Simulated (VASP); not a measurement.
# CsPbCl3 (R-3m) in VASP: further runs, part 2 of 2

VASP 6.6.1. Earlier steps stand in the parts before.

## 4. Single point, PBE

This run uses another cell than the first one, of the same volume but with other edges.

Contents of INCAR:

```
SYSTEM = CsPbCl3
PREC     = Accurate       ! precision mode
ENCUT    = 520            ! plane-wave cutoff, eV
EDIFF    = 1E-6           ! SCF threshold, eV
ISMEAR   = 0              ! smearing method
SIGMA    = 0.05           ! smearing width, eV
LREAL    = .FALSE.        ! projectors in reciprocal space
LASPH    = .TRUE.         ! aspherical terms in the spheres
NELM     = 60             ! most SCF steps
ALGO     = Normal         ! electronic algorithm
ISIF     = 2              ! what is computed and relaxed
LWAVE    = .FALSE.        ! write WAVECAR
LCHARG   = .FALSE.        ! write CHGCAR
GGA      = PE             ! functional
NBANDS   = 30             ! bands
```

Contents of KPOINTS:

```
regular mesh
0
G
  6 6 6
  0 0 0
```

Contents of POSCAR:

```
CsPbCl3
1.0
    5.7594006807     -0.8860616432     -0.8860616432
   -0.8860616432      5.7594006807     -0.8860616432
   -0.8860616432     -0.8860616432      5.7594006807
Cs Pb Cl
1 1 3
Direct
    0.0000000000      0.0000000000      0.0000000000
    0.5000000000      0.5000000000      0.5000000000
    0.0000000000      0.5000000000      0.5000000000
    0.5000000000      0.0000000000      0.5000000000
    0.5000000000      0.5000000000      0.0000000000
```

Potentials or basis: VASP PAW PBE potentials, release 64 (Cs_sv, Pb_d, Cl).

Run with:

```console
$ cat potpaw_PBE.64/Cs_sv/POTCAR potpaw_PBE.64/Pb_d/POTCAR potpaw_PBE.64/Cl/POTCAR > POTCAR
$ mpirun -np 1 vasp_std > vasp.out
```

OUTCAR:

```text
SYSTEM = CsPbCl3
   PREC = Accurate
   ENCUT = 520
   EDIFF = 1E-6
   ISMEAR = 0
   LREAL = .FALSE.
   LASPH = .TRUE.
   NELM = 60
   ISIF = 2
   GGA = PE

 ion  position               nearest neighbor table
   1  0.000  0.000  0.000-   2 3.45   2 3.45
   2  0.500  0.500  0.500-   3 2.95   4 2.95   5 2.95   5 2.95   4 2.95   3 2.95   1 3.45   1 3.45

   3  0.000  0.500  0.500-   2 2.95   2 2.95
   4  0.500  0.000  0.500-   2 2.95   2 2.95
   5  0.500  0.500  0.000-   2 2.95   2 2.95

  LATTYP: Found a trigonal (rhomboedric) cell.
 ALAT       =     5.8941417248
 COS(alpha) =    -0.2711864407

  Lattice vectors:

 A1 = (   5.7594006807,  -0.8860616432,  -0.8860616432)
 A2 = (  -0.8860616432,   5.7594006807,  -0.8860616432)
 A3 = (  -0.8860616432,  -0.8860616432,   5.7594006807)

Analysis of symmetry for initial positions (statically):
=====================================================================
 Subroutine PRICEL returns:
 Original cell was already a primitive cell.

 Routine SETGRP: Setting up the symmetry group for a
 trigonal (rhombohedral) supercell.

 Subroutine GETGRP returns: Found 12 space group operations
 (whereof 12 operations were pure point group operations)
 out of a pool of 12 trial point group operations.

The static configuration has the point symmetry D_3d.

Analysis of symmetry for dynamics (positions and initial velocities):
=====================================================================
 Subroutine PRICEL returns:
 Original cell was already a primitive cell.

 Routine SETGRP: Setting up the symmetry group for a
 trigonal (rhombohedral) supercell.

 Subroutine GETGRP returns: Found 12 space group operations
 (whereof 12 operations were pure point group operations)
 out of a pool of 12 trial point group operations.

[... 118 lines left out ...]
   NUPDOWN=      -1.0000    fix difference up-down
   EMIN   =  10.00;   EMAX   =-10.00  energy-range for DOS
   EFERMI =   0.00;   METHOD = LEGACY
   ISMEAR =     0;   SIGMA  =   0.05  broadening in eV -4-tet -1-fermi 0-gaus
   EFERMI_NEDOS =   21; number of points for ismear=-14 and -15
   IALGO  =     38    algorithm
   IMIX   =      4    mixing-type and parameters
     AMIX     =   0.40;   BMIX     =  1.00
     AMIX_MAG =   1.60;   BMIX_MAG =  1.00
  volume/ion in A,a.u.               =      35.22       237.66
  Fermi-wavevector in a.u.,A,eV,Ry     =   1.031138  1.948568 14.466333  1.063245
  Thomas-Fermi vector in A             =   2.165271
   LORBIT       =      0    0 simple, 1 ext, 2 COOP (PROOUT), +10 PAW based schemes
   GGA     = PE    functional components
   LHFCALC =     F    Hartree Fock is set to
   AEXX    =    0.0000 exact exchange contribution
   IVDW    =     0    specifies the selected vdW correction
   LEPSILON=     F    determine dielectric tensor
   LRPA    =     F    only Hartree local field effects (RPA)
 non-spin polarized calculation
 Gauss-broadening in eV      SIGMA  =   0.05
  energy-cutoff  :      520.00
  volume of cell :      176.09
 maximum number of plane-waves:      4761
 NGX is ok and might be reduce to    48

 number of electron      43.9999993 magnetization

 Free energy of the ion-electron system (eV)
  ---------------------------------------------------
  ext. energy  EPLUGINS =         0.00000000
  ---------------------------------------------------
  free energy    TOTEN  =       -16.20034988 eV

  energy without entropy =      -16.20034988  energy(sigma->0) =      -16.20034988

 E-fermi :   0.7526     XC(G=0):  -7.7951

 val. band max:        0.5325255885   @ k =   0.5000   0.5000   0.5000
 cond. band min:       1.6256849221   @ k =   0.5000   0.5000   0.5000
 fundamental gap:      1.0931593336
 Fermi energy:         0.7525564244

 k-point     1 :       0.0000    0.0000    0.0000
  band No.  band energies     occupation
      1     -19.8914      2.00000
      2     -15.8648      2.00000
      3     -15.8170      2.00000
      4     -15.8170      2.00000
      5     -15.6522      2.00000
      6     -15.6522      2.00000
[... 781 lines left out ...]
     29       7.8591      0.00000
     30       8.1217      0.00000

 [... further k-points ...]
[... 5 lines left out ...]
  --------------------------------------------------------------------------------------
  -------------------------------------------------------------------------------------
  Total        0.7227723      0.7227723      0.7227723      3.1200395      3.1200395      3.1200395
  in kB        6.5763548      6.5763548      6.5763548     28.3885903     28.3885903     28.3885903
  external PRESSURE =       6.5763548 kB  Pullay stress =       0.0000000 kB

 VOLUME and BASIS-vectors are now :
 -----------------------------------------------------------------------------
  energy-cutoff  :      520.00
  volume of cell :      176.09
      direct lattice vectors                 reciprocal lattice vectors
     5.759400681 -0.886061643 -0.886061643     0.183918313  0.033439693  0.033439693
    -0.886061643  5.759400681 -0.886061643     0.033439693  0.183918313  0.033439693
    -0.886061643 -0.886061643  5.759400681     0.033439693  0.033439693  0.183918313

 POSITION                                       TOTAL-FORCE (eV/Angst)
 -----------------------------------------------------------------------------------
      0.00000      0.00000      0.00000         0.000000      0.000000      0.000000
      1.99364      1.99364      1.99364        -0.000000      0.000000     -0.000000
     -0.88606      2.43667      2.43667         0.000000      0.000000      0.000000
      2.43667     -0.88606      2.43667        -0.000000     -0.000000      0.000000
      2.43667      2.43667     -0.88606         0.000000     -0.000000      0.000000
 -----------------------------------------------------------------------------------
    total drift:                                0.000000     -0.000000     -0.000000

  FREE ENERGIE OF THE ION-ELECTRON SYSTEM (eV)
  ---------------------------------------------------
  free  energy   TOTEN  =       -16.2003498776 eV

  energy  without entropy=      -16.2003498776  energy(sigma->0) =      -16.20034988
```

OSZICAR:

```text
N       E                     dE             d eps       ncg     rms          rms(c)
DAV:   1     0.415489505674E+03    0.41549E+03   -0.19281E+04  1920   0.134E+03
DAV:   2     0.362997525882E+02   -0.37919E+03   -0.35761E+03  2260   0.316E+02
DAV:   3    -0.155014841574E+02   -0.51801E+02   -0.50875E+02  2404   0.124E+02
DAV:   4    -0.174762076663E+02   -0.19747E+01   -0.19691E+01  2356   0.306E+01
DAV:   5    -0.175492145427E+02   -0.73007E-01   -0.72984E-01  2486   0.551E+00    0.490E+00
DAV:   6    -0.163003827530E+02    0.12488E+01   -0.20443E+00  3092   0.193E+01    0.326E+00
DAV:   7    -0.161951371924E+02    0.10525E+00   -0.87700E-01  2836   0.500E+00    0.189E+00
DAV:   8    -0.162046921333E+02   -0.95549E-02   -0.12886E-01  2504   0.247E+00    0.357E-01
DAV:   9    -0.161998340803E+02    0.48581E-02   -0.39940E-02  2984   0.134E+00    0.190E-01
DAV:  10    -0.162000881187E+02   -0.25404E-03   -0.39007E-03  2472   0.397E-01    0.726E-02
DAV:  11    -0.162003318755E+02   -0.24376E-03   -0.49334E-04  2344   0.149E-01    0.103E-02
DAV:  12    -0.162003502701E+02   -0.18395E-04   -0.31015E-05  2492   0.364E-02    0.664E-03
DAV:  13    -0.162003498776E+02    0.39252E-06   -0.45662E-06  2236   0.183E-02
   1 F= -.16200350E+02 E0= -.16200350E+02  d E =-.507742E-12
```

Run time: 4.5 min. Hardware: 1 thread of Oxide Virtual Turin-like, shared host; peak memory 0.38 GiB.

Results:

```
Free energy            : -16.2003 eV
Pressure               : 0.7 GPa
Band gap on the k mesh : 1.09 eV
```

Stress tensor (GPa, compression positive):
```
0.66 2.84 2.84
2.84 0.66 2.84
2.84 2.84 0.66
```

Caveat: spin-orbit coupling is left out, which moves the levels of the heavy elements. A k mesh can miss the band edges.

## 5. Single point, PBE

Contents of INCAR:

```
SYSTEM = CsPbCl3
PREC = Accurate
ENCUT = 520
EDIFF = 1E-7
ISMEAR = 0
SIGMA = 0.05
LREAL = .False.
LASPH = .True.
NELM = 60
ALGO = Normal
ISIF = 2
LWAVE = .False.
LCHARG = .False.
GGA = PE
NBANDS = 30
```

Contents of KPOINTS:

```
Automatic mesh
0
Gamma
  6 6 6
  0 0 0
```

Edit POSCAR of step 4 so:

```diff
@@ -2,5 +2,5 @@
 1.0
-    5.7594006807     -0.8860616432     -0.8860616432
-   -0.8860616432      5.7594006807     -0.8860616432
-   -0.8860616432     -0.8860616432      5.7594006807
+    5.6211638805     -0.2958507306     -0.2958507306
+   -0.2958507306      5.6211638805     -0.2958507306
+   -0.2958507306     -0.2958507306      5.6211638805
 Cs Pb Cl
```

Run with:

```console
$ cat potpaw_PBE.64/Cs_sv/POTCAR potpaw_PBE.64/Pb_d/POTCAR potpaw_PBE.64/Cl/POTCAR > POTCAR
$ mpirun -np 1 vasp_std > vasp.out
```

Wall time 4.4 min (1 thread of Oxide Virtual Turin-like, shared host); peak memory 0.32 GiB.

It converged, with:

```yaml
Free_energy: -17.3985 eV
Pressure: 1.6 GPa
Band_gap_on_the_k_mesh: 1.54 eV
```

Stress tensor (GPa, compression positive):
```
1.56 0.59 0.59
0.59 1.56 0.59
0.59 0.59 1.56
```

Levels at points of the mesh, in eV from the valence-band top:
| k point | band 20 | band 21 | band 22 | band 23 | band 24 | band 25 |
| --- | --- | --- | --- | --- | --- | --- |
| (0.00, 0.00, 0.00) | -2.17 | -2.17 | -2.12 | 3.53 | 4.37 | 4.37 |
| (0.50, 0.00, 0.00) | -2.54 | -2.21 | -1.60 | 2.92 | 4.79 | 5.02 |
| (0.50, 0.50, 0.00) | -2.58 | -1.96 | -0.78 | 2.37 | 2.74 | 5.02 |
| (0.50, 0.50, 0.50) | -1.96 | -1.94 | 0.00 | 1.54 | 2.23 | 2.23 |

Caveat: spin-orbit coupling is left out, which moves the levels of the heavy elements. A k mesh can miss the band edges.

## 6. The runs side by side

| cell | gap on the mesh (eV) | pressure (GPa) |
| --- | --- | --- |
| a = 5.740 Å, angles 101.4°, 5 atoms | 1.24 | 1.1 |
| a = 5.763 Å, angles 75.7°, 5 atoms | 1.96 | 1.3 |
| a = 5.894 Å, angles 105.7°, 5 atoms | 1.09 | 0.7 |
| a = 5.637 Å, angles 95.9°, 5 atoms | 1.54 | 1.6 |

Alike in all rows: task single point; level PBE; potentials or basis VASP PAW PBE potentials, release 64 (Cs_sv, Pb_d, Cl); no spin polarisation; k mesh 6 × 6 × 6; cutoff (eV) 520; smearing gaussian 0.05 eV.

Caveats: spin-orbit coupling is left out, which moves the levels of the heavy elements.

Total energies depend on the potentials used, so only differences within one code and one set of settings carry meaning.
